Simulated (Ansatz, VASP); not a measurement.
## Ti2Ge6Mo in VASP and in Ansatz

File INCAR:

```
ALGO = Normal
EDIFF = 1E-6
ENCUT = 520
GGA = PE
ISIF = 2
ISMEAR = 0
LASPH = T
LCHARG = F
LREAL = F
LWAVE = F
NBANDS = 71
NELM = 100
PREC = Accurate
SIGMA = 0.1
```

File KPOINTS:

```
k-points
0
Gamma
  4 4 4
```

POSCAR

```
Ti2Ge6Mo
1.0
    0.0000000000      4.3477706500      7.4812525200
    2.4937508400      0.0000000000      7.4812525200
    2.4937508400      4.3477706500      0.0000000000
Ti Ge Mo
2 6 1
Direct
    0.6666666700      0.6666666700      0.3333333300
    0.3333333300      0.3333333300      0.6666666700
    0.0049924100      0.3283409300      0.6716590700
    0.3383257400      0.6616742600      0.3383257400
    0.6716590700      0.9950075900      0.0049924100
    0.3283409300      0.0049924100      0.9950075900
    0.6616742600      0.3383257400      0.6616742600
    0.9950075900      0.6716590700      0.3283409300
    0.0000000000      0.0000000000      0.0000000000
```

Input for Ansatz:

```yaml
crystal:
  lattice:
    - [0.0, 4.34777065, 7.48125252]
    - [2.49375084, 0.0, 7.48125252]
    - [2.49375084, 4.34777065, 0.0]
  atoms:
    - { symbol: Ti, position: [0.66666667, 0.66666667, 0.33333333] }
    - { symbol: Ti, position: [0.33333333, 0.33333333, 0.66666667] }
    - { symbol: Ge, position: [0.00499241, 0.32834093, 0.67165907] }
    - { symbol: Ge, position: [0.33832574, 0.66167426, 0.33832574] }
    - { symbol: Ge, position: [0.67165907, 0.99500759, 0.00499241] }
    - { symbol: Ge, position: [0.32834093, 0.00499241, 0.99500759] }
    - { symbol: Ge, position: [0.66167426, 0.33832574, 0.66167426] }
    - { symbol: Ge, position: [0.99500759, 0.67165907, 0.32834093] }
    - { symbol: Mo, position: [0.0, 0.0, 0.0] }
basis:
  ecutwfc: 420
kpoints:
  mp_grid: { grid: [4, 4, 4] }
hamiltonian:
  xc: pbe
scf:
  occupations: { method: gaussian, width: 0.1 }
  lower_state_search: "off"
output:
  forces: true
  stress: true
  eigenvalues: true
```

Alike in both runs: task single point; functional PBE; k mesh 4 × 4 × 4; occupations gaussian, width 0.1 eV; no spin polarisation.

|  | VASP | Ansatz |
| --- | --- | --- |
| version | VASP 6.6.1 | Ansatz 0.2.0 |
| potentials or method | VASP PAW PBE potentials, release 64 (Ti_sv, Ge_d, Mo_sv), cutoff 520 eV | scalar-relativistic, plane waves, PAW |
| valence electrons in the cell | 122 | 122 |

Ansatz gave:

| Property | Result |
| --- | --- |
| gap on the k mesh at the Fermi level (eV) | none |
| pressure (GPa) | -11.6 |
| traceless stress, the component that is largest in VASP (GPa) | 1.56 |
| rms of the force components (eV/Å) | 0.147 |

**Question.** What did VASP give for the same quantities?

**Answer.** gap on the k mesh at the Fermi level (eV): none; pressure (GPa): -11.5; traceless stress, the component that is largest in VASP (GPa): 1.57; rms of the force components (eV/Å): 0.145.

Atom by atom the forces differ by 0.001 eV/Å (rms over components). A gap of «none» marks a metal or a gap that the smearing closes.

The k mesh is coarse, so the values compare programs but aren't converged.
